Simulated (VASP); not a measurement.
Ir: single point with LDA

Crystal: Ir.

```
Ir
1.0
     0.00000    1.89115    1.89115
     1.89115    0.00000    1.89115
     1.89115    1.89115    0.00000
Ir
1
Direct
  0.00000 0.00000 0.00000
```

| Item | Value |
| --- | --- |
| Program | VASP 6.6.1 |
| Task | single point |
| Functional | LDA |
| Potentials or basis | VASP PAW LDA potentials, release 64 (Ir) |
| Cutoff | 520 eV |
| k mesh | 24 × 24 × 24 |
| Occupations | fermi-dirac, width 0.1 eV |
| Spin | no spin polarisation |
| Dipole correction | no |
| Further INCAR settings | ALGO = Normal; EDIFF = 1e-06; NBANDS = 10 |

| Quantity | Value |
| --- | --- |
| Pressure | 12.9 GPa |
| Band gap on the k mesh | zero (an odd number of electrons rules out a gap without spin polarisation) |

Levels at points of the mesh, in eV from the Fermi level:
| k point | band 2 | band 3 | band 4 | band 5 | band 6 | band 7 |
| --- | --- | --- | --- | --- | --- | --- |
| (0.00, 0.00, 0.00) | -4.19 | -4.19 | -4.19 | -1.26 | -1.26 | 14.25 |
| (0.50, 0.00, 0.00) | -4.29 | -4.29 | -0.82 | 0.99 | 0.99 | 7.75 |
| (0.50, 0.50, 0.00) | -7.87 | 0.98 | 1.61 | 1.61 | 1.75 | 11.16 |

It took 23 s on 1 thread of AMD EPYC 9R45 96-Core Processor (Zen 5) (shared host), peak memory 0.14 GiB.

Caveat: the cell stands under pressure; spin-orbit coupling is left out, which moves the levels of the heavy elements.
